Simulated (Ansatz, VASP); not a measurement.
## Al3GaN4 in VASP and in Ansatz

```
Al Ga N
1.0
     5.04341    0.00000    0.00011
     0.00000    3.13007    0.00000
    -0.00324    0.00000    5.41799
Al Ga N
3 1 4
Direct
  0.49980 0.50000 0.15626
  0.99494 0.50000 0.83509
  0.00495 0.00000 0.33369
  0.50104 0.00000 0.67184
  0.11034 0.00000 0.67043
  0.12181 0.50000 0.16399
  0.62484 0.50000 0.83309
  0.62182 0.00000 0.32130
```

Change from the starting cell: mode 10 (414.8 1/cm) frozen in, largest displacement -0.060 Å.

Alike in both runs: task single point; functional PBEsol; k mesh 6 × 8 × 4; occupations gaussian, width 0.05 eV; no spin polarisation.

```csv
,VASP,Ansatz
version,VASP 6.6.1,Ansatz 0.2.0
potentials or method,"VASP PAW PBE potentials, release 64 (Al, Ga_d, N), cutoff 520 eV","scalar-relativistic, plane waves, PAW"
valence electrons in the cell,42,42
```

|  | VASP | Ansatz | Ansatz less VASP |
| --- | --- | --- | --- |
| gap on the k mesh at the Fermi level (eV) | 3.44 | 3.42 | -0.016 |
| least direct gap on the mesh (eV) | 3.44 | 3.42 | -0.016 |
| pressure (GPa) | 0.2 | 0.3 | +0.08 |
| traceless stress, the component that is largest in VASP (GPa) | 0.93 | 0.98 | +0.050 |
| rms of the force components (eV/Å) | 0.385 | 0.387 | +0.0021 |

VASP's potentials were made for PBE, not for PBEsol. Atom by atom the forces differ by 0.006 eV/Å (rms over components).
